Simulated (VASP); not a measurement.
A run of VASP 6.6.1 is set up as follows.

The input INCAR:

```
SYSTEM = Li3S2
ALGO = Normal ; EDIFF = 1E-6
EDIFFG = -0.01 ; ENCUT = 600
GGA = PE ; IBRION = 2
ISIF = 3 ; ISMEAR = 0
LASPH = .True. ; LCHARG = .False.
LREAL = .False. ; LWAVE = .False.
NELM = 80 ; NSW = 100
PREC = Accurate ; SIGMA = 0.1
```

The input KPOINTS:

```
k-points
0
Gamma
  10 10 4
  0 0 0
```

POSCAR

```
Li3S2
1.0
    3.8802858373      0.0000000000      0.0000000000
    0.0000000000      3.8802858373      0.0000000000
    0.0000000000      0.0000000000      9.8564221648
Li S
3 2
Direct
    0.5000000000      0.5000000000      0.5000000000
    0.5000000000      0.5000000000      0.8559716065
    0.5000000000      0.5000000000      0.1440283935
    0.0000000000      0.5000000000      0.0000000000
    0.5000000000      0.0000000000      0.0000000000
```

Potentials or basis: VASP PAW PBE potentials, release 64 (Li_sv, S).

The run is started by

```sh
$ cat potpaw_PBE.64/Li_sv/POTCAR potpaw_PBE.64/S/POTCAR > POTCAR
$ mpirun -np 1 vasp_std > vasp.out
```

(1) Estimate the relaxed volume.

(2) What does it give for the space group after relaxing (to 0.1 Å)?

## Answers

(1) 29.97 Å³/atom.

(2) P4/mmm (No. 123).

Caveat: the cutoff is under 1.25 times the usual one of these potentials, so pressure, stress and relaxed cells hold a basis-set (Pulay) error.
